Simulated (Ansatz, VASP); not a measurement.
One calculation of CdTe, two programs

Contents of POSCAR:

```
CdTe
1.0
    0.0000000000      3.2778947230      3.2778947230
    3.2778947230      0.0000000000      3.2778947230
    3.2778947230      3.2778947230      0.0000000000
Cd Te
1 1
Direct
    0.0000000000      0.0000000000      0.0000000000
    0.2500000000      0.2500000000      0.2500000000
```

File INCAR.step1:

```
SYSTEM = CdTe
PREC = Accurate
ENCUT = 520
ISMEAR = 0
SIGMA = 0.02
LREAL = .False.
LASPH = .True.
NELM = 100
NBANDS = 16
GGA = PE
ALGO = Normal
EDIFF = 1E-4
LWAVE = .True.
LCHARG = .False.
```

File INCAR.step2:

```
SYSTEM = CdTe
PREC = Accurate
ENCUT = 520
EDIFF = 1E-6
ISMEAR = 0
SIGMA = 0.02
LREAL = .False.
LASPH = .True.
NELM = 100
ALGO = Normal
ISIF = 2
LWAVE = .False.
LCHARG = .True.
METAGGA = R2SCAN
LMIXTAU = .True.
LELF = .True.
LVHAR = .True.
NBANDS = 16
ISTART = 1
```

File KPOINTS:

```
regular mesh
0
Gamma
  6 6 6
  0 0 0
```

Input for Ansatz:

```yaml
crystal:
  lattice:
    - [0.0, 3.277894723, 3.277894723]
    - [3.277894723, 0.0, 3.277894723]
    - [3.277894723, 3.277894723, 0.0]
  atoms:
    - { symbol: Cd, position: [0.0, 0.0, 0.0] }
    - { symbol: Te, position: [0.25, 0.25, 0.25] }
basis:
  ecutwfc: 500
  xc_grid: 3
kpoints:
  mp_grid: { grid: [6, 6, 6] }
  band_path: { path: [VBM, CBM], npoints: 2 }
hamiltonian:
  xc: r2scan
scf:
  occupations: { method: gaussian, width: 0.02 }
output:
  forces: true
  stress: true
  eigenvalues: true
```

Alike in both runs: task single point; functional r2SCAN; k mesh 6 × 6 × 6; occupations gaussian, width 0.02 eV; no spin polarisation.

```csv
,VASP,Ansatz
version,VASP 6.6.1,Ansatz 0.2.0
potentials or method,"VASP PAW PBE potentials, release 64 (Cd, Te), cutoff 520 eV","scalar-relativistic, plane waves, PAW"
valence electrons in the cell,18,36
```

```tsv
	VASP	Ansatz	Ansatz less VASP
gap on the k mesh at the Fermi level (eV)	1.16	1.17	+0.007
least direct gap on the mesh (eV)	1.16	1.17	+0.007
pressure (GPa)	0.2	0.0	-0.11
```

VASP's potentials were made for PBE, not for r2SCAN. The functional is the same, so the differences come from potentials, cutoffs and numerics. VASP's potentials hold 18 valence electrons a cell and Ansatz's 36, so a difference there can come from the potentials and not from the codes.

Neither program's run includes spin-orbit coupling.
